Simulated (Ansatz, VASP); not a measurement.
One calculation of MgF2, two programs

```
CELL_PARAMETERS angstrom
4.65854 0.00000 0.00000
0.00000 4.65854 0.00000
0.00000 0.00000 3.07596
ATOMIC_POSITIONS crystal
Mg 0.00000 0.00000 0.00000
Mg 0.50000 0.50000 0.50000
F 0.30312 0.30312 0.00000
F 0.19688 0.80312 0.50000
F 0.69688 0.69688 0.00000
F 0.80312 0.19688 0.50000
```

Alike in both runs: functional PBE; dispersion D3(BJ); k mesh 6 × 6 × 8; occupations gaussian, width 0.02 eV; no spin polarisation.

Ansatz relaxed the structure, and its values are those at the end. VASP's run is a single point on that final structure, the one shown.

```csv
,VASP,Ansatz
version,VASP 6.6.1,Ansatz 0.2.0
potentials or method,"VASP PAW PBE potentials, release 64 (Mg, F), cutoff 600 eV","scalar-relativistic, plane waves, PAW"
valence electrons in the cell,32,48
```

```tsv
	VASP	Ansatz	Ansatz less VASP
gap on the k mesh at the Fermi level (eV)	6.94	6.98	+0.039
least direct gap on the mesh (eV)	6.94	6.98	+0.039
pressure (GPa)	-1.0	0.0	+1.04
```

VASP's potentials hold 32 valence electrons a cell and Ansatz's 48, so a difference there can come from the potentials and not from the codes.
